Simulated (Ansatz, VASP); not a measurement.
## Two plane-wave programs on CaCd3N

```
CELL_PARAMETERS angstrom
6.42833 0.00000 0.00000
0.00000 6.42833 0.00000
0.00000 0.00000 6.42833
ATOMIC_POSITIONS crystal
Ca 0.50000 0.50000 0.50000
Cd 0.00000 0.50000 0.50000
Cd 0.50000 0.00000 0.50000
Cd 0.50000 0.50000 0.00000
N 0.00000 0.00000 0.00000
```

Change from the starting cell: species swapped into the TiPbO3 type (Pm-3m, No. 221).

Alike in both runs: functional PBE; k mesh 6 × 6 × 6; occupations gaussian, width 0.1 eV; collinear spin.

Ansatz relaxed the structure, and its values are those at the end. VASP's run is a single point on that final structure, the one shown.

```csv
,VASP,Ansatz
version,VASP 6.6.1,Ansatz 0.2.0
potentials or method,"VASP PAW PBE potentials, release 64 (Ca_sv, Cd, N), cutoff 600 eV","scalar-relativistic, plane waves, PAW"
valence electrons in the cell,51,75
```

Ansatz gave:

| Quantity | Value |
| --- | --- |
| gap on the k mesh at the Fermi level (eV) | none |
| pressure (GPa) | 0.0 |
| net moment per atom (μB) | 0.48 |
| size of the moment on the site where the two differ most (μB) | 2.68 |

Question: Which values does VASP return?

Answer: gap on the k mesh at the Fermi level (eV): none; pressure (GPa): 0.0; net moment per atom (μB): 0.48; size of the moment on the site where the two differ most (μB): 1.74.

Site moments also hang on the region over which each program counts them. A gap of «none» marks a metal or a gap that the smearing closes. VASP's potentials hold 51 valence electrons a cell and Ansatz's 75, so a difference there can come from the potentials and not from the codes.
